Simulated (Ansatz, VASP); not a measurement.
**Sb in VASP and in Ansatz**

```
Sb
1.0
     3.28640    0.00000    0.00000
     0.00000    3.28640    0.00000
     0.00000    0.00000    3.28640
Sb
1
Direct
  0.00000 0.00000 0.00000
```

Change from the starting cell: strain +0.040 along x and y, +0.040 along z, atoms carried along.

Alike in both runs: task single point; functional r2SCAN; k mesh 16 × 16 × 16; occupations gaussian, width 0.15 eV; no spin polarisation.

|  | VASP | Ansatz |
| --- | --- | --- |
| version | VASP 6.6.1 | Ansatz 0.2.0 |
| potentials or method | VASP PAW PBE potentials, release 64 (Sb), cutoff 520 eV | scalar-relativistic, plane waves, PAW |
| valence electrons in the cell | 5 | 15 |

```tsv
	VASP	Ansatz	Ansatz less VASP
gap on the k mesh at the Fermi level (eV)	none	none	-
pressure (GPa)	-7.5	-7.4	+0.04
```

VASP's potentials were made for PBE, not for r2SCAN. A gap of «none» marks a metal or a gap that the smearing closes. VASP's potentials hold 5 valence electrons a cell and Ansatz's 15, so a difference there can come from the potentials and not from the codes.

Neither program's run includes spin-orbit coupling.
